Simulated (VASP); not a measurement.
Set up this calculation in VASP 6.6.1, as the native input.

```yaml
Task: relaxation of cell and atoms
Functional: PBEsol
Potentials_or_basis: VASP PAW PBE potentials, release 64 (Nb_sv)
Cutoff: 600 eV
k_mesh: 9 × 9 × 2
Occupations: gaussian, width 0.1 eV
Spin: no spin polarisation
Dipole_correction: no
Further_INCAR_settings: ALGO = Fast; EDIFF = 1e-07; IBRION = 2; EDIFFG = -0.04; NSW = 90; ISIF = 3
```

The structure of Nb lies in POSCAR:

```
Nb
1.0
    2.8052217306      0.0000000000      0.0000000000
   -1.4026108653      2.4293932820      0.0000000000
    0.0000000000      0.0000000000     10.5070719009
Nb
4
Direct
    0.0000000000      0.0000000000      0.0000000000
    0.0000000000      0.0000000000      0.5000000000
    0.3333333333      0.6666666667      0.7500000000
    0.6666666667      0.3333333333      0.2500000000
```

One way to write it, as run:

INCAR

```
SYSTEM = Nb
PREC = Accurate ; ENCUT = 600
EDIFF = 1E-7 ; ISMEAR = 0
SIGMA = 0.1 ; LREAL = .FALSE.
LASPH = .TRUE. ; NELM = 80
ALGO = Fast ; ISIF = 3
LWAVE = .FALSE. ; LCHARG = .FALSE.
GGA = PS ; IBRION = 2
NSW = 90 ; EDIFFG = -0.04
```

KPOINTS

```
Automatic mesh
0
G
  9 9 2
  0 0 0
```

Potentials or basis: VASP PAW PBE potentials, release 64 (Nb_sv).

The run is started by

```console
$ cat potpaw_PBE.64/Nb_sv/POTCAR > POTCAR
$ mpirun -np 1 vasp_std > vasp.out
```

It gave:

The relaxed volume is 18.01 Å³/atom, the relaxed cell is a = 2.818 Å, b = 2.818 Å, c = 10.479 Å, α = 90.00°, β = 90.00°, γ = 120.00° and the space group after relaxing (to 0.05 Å) is P6_3/mmc (No. 194). The energy gained by relaxing is 0.8 meV/atom, the ionic steps are 4 and the pressure after relaxing is 0.0 GPa. The band gap on the k mesh is zero (band 26 reaches 12.29 eV, above the bottom of band 27 at 10.94 eV).

Caveat: the PAW data sets were made with another functional, which shifts forces and pressure a little.

Run time: 4.9 min on 1 thread of Intel(R) Xeon(R) 6975P-C (Granite Rapids), with other jobs on the host, peak memory 0.24 GiB.
